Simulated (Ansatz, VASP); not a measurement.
**BaO in VASP and in Ansatz**

INCAR

```
SYSTEM = BaO
  PREC = Accurate
  ENCUT = 600
  EDIFF = 1E-6
  ISMEAR = 0
  SIGMA = 0.02
  LREAL = .FALSE.
  LASPH = .TRUE.
  NELM = 120
  ALGO = Normal
  ISIF = 2
  LWAVE = .FALSE.
  LCHARG = .FALSE.
  NBANDS = 15
  GGA_COMPAT = .FALSE.
```

KPOINTS

```
Automatic mesh
0
G
  10 10 10
  0 0 0
```

File POSCAR:

```
BaO
1.0
    0.0000000000      2.7169876986      2.7169876986
    2.7169876986      0.0000000000      2.7169876986
    2.7169876986      2.7169876986      0.0000000000
Ba O
1 1
Direct
    0.0000000000      0.0000000000      0.0000000000
    0.5000000000      0.5000000000      0.5000000000
```

Input for Ansatz:

```yaml
crystal:
  lattice:
    - [0.0, 2.7169876986, 2.7169876986]
    - [2.7169876986, 0.0, 2.7169876986]
    - [2.7169876986, 2.7169876986, 0.0]
  atoms:
    - { symbol: Ba, position: [0.0, 0.0, 0.0] }
    - { symbol: O, position: [0.5, 0.5, 0.5] }
basis:
  ecutwfc: 420
kpoints:
  mp_grid: { grid: [10, 10, 10] }
  band_path:
    path:
      - [[0.0, 0.0, 0.0], [0.5, 0.0, 0.5], [0.625, 0.25, 0.625]]
      - [[0.375, 0.375, 0.75], [0.0, 0.0, 0.0], [0.5, 0.5, 0.5], [0.5, 0.25, 0.75], [0.5, 0.0, 0.5]]
    npoints: 10
hamiltonian:
  xc: lda
  pseudopotentials: { kind: paw }
scf:
  occupations: { method: gaussian, width: 0.02 }
  n_extra_bands: 7
output:
  forces: true
  stress: true
  eigenvalues: true
```

Alike in both runs: task single point; functional LDA; k mesh 10 × 10 × 10; occupations gaussian, width 0.02 eV; no spin polarisation.

|  | VASP | Ansatz |
| --- | --- | --- |
| version | VASP 6.6.1 | Ansatz 0.2.0 |
| potentials or method | VASP PAW LDA potentials, release 64 (Ba_sv, O), cutoff 600 eV | scalar-relativistic, plane waves, PAW |
| valence electrons in the cell | 16 | 16 |

Ansatz gave:

| Item | Value |
| --- | --- |
| gap on the k mesh at the Fermi level (eV) | 1.68 |
| least direct gap on the mesh (eV) | 1.68 |
| pressure (GPa) | 0.0 |

Q: Which values does VASP return?

A: gap on the k mesh at the Fermi level (eV): 1.60; least direct gap on the mesh (eV): 1.60; pressure (GPa): 2.2.

LDA's correlation is that of Perdew and Zunger in VASP and of Perdew and Wang (1992) in Ansatz.

Neither program's run includes spin-orbit coupling.
